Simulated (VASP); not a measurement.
AlGaN2, 4 atoms in the cell. Symmetry: P-4m2, No. 115, tetragonal system. The conventional cell has a = 3.302 Å, b = 3.302 Å, c = 4.226 Å, α = 90.00°, β = 90.00°, γ = 90.00°. Al (site symmetry -4m2) has 4 N at 1.93 Å within 2.6 Å. Ga (site symmetry -4m2) has 4 N at 1.99 Å within 2.6 Å. Within 2.6 Å of N (site symmetry 2mm) lie 2 Al at 1.93 Å and 2 Ga at 1.99 Å.  This cell differs from its parent crystal: biaxial strain in the a-b plane: +6.0 %.

```yaml
Program: VASP 6.6.1
Task: single point
Functional: LDA
Potentials_or_basis: VASP PAW LDA potentials, release 64 (Al, Ga_d, N)
Cutoff: 520 eV
k_mesh: 8 × 8 × 6
Occupations: gaussian, width 0.02 eV
Spin: no spin polarisation
Dipole_correction: no
Further_INCAR_settings: ALGO = Normal; EDIFF = 1e-06; NBANDS = 21
```

Potentials or basis: VASP PAW LDA potentials, release 64 (Al, Ga_d, N).

Launch:

```console
$ cat potpaw_LDA.64/Al/POTCAR potpaw_LDA.64/Ga_d/POTCAR potpaw_LDA.64/N/POTCAR > POTCAR
$ mpirun -np 1 vasp_std > vasp.out
```

Hardware: 1 thread of Intel(R) Xeon(R) Platinum 8375C CPU @ 2.90GHz (Ice Lake), with other jobs on the host.

**Question.** How long does it take, and how much memory?

**Answer.** Wall time 32 s on 1 thread of Intel(R) Xeon(R) Platinum 8375C CPU @ 2.90GHz (Ice Lake), on a shared host, peak memory 0.18 GiB. Counts: scf iterations 13, k points 60.
